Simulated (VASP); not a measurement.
Input of a VASP 6.6.1 run:

The input INCAR:

```
  PREC = Accurate
  ENCUT = 520
  EDIFF = 1E-7
  ISMEAR = -1
  SIGMA = 0.1
  LREAL = F
  LASPH = T
  NELM = 100
  ALGO = Normal
  ISIF = 2
  LWAVE = F
  LCHARG = T
  GGA = RP
  LELF = T
  LVHAR = T
  NBANDS = 8
```

File KPOINTS:

```
regular mesh
0
Gamma
  11 11 11
```

The input POSCAR:

```
Sb
1.0
    3.1298764661      0.0000000000      0.0000000000
    0.0000000000      3.1298764661      0.0000000000
    0.0000000000      0.0000000000      3.1298764661
Sb
1
Direct
    0.0000000000      0.0000000000      0.0000000000
```

Potentials or basis: VASP PAW PBE potentials, release 64 (Sb).

Command:

```sh
$ cat potpaw_PBE.64/Sb/POTCAR > POTCAR
$ mpirun -np 1 vasp_std > vasp.out
```

Task: What does it give for the pressure?

Result: 0.5 GPa.

Caveat: the PAW data sets were made with another functional, which shifts forces and pressure a little.
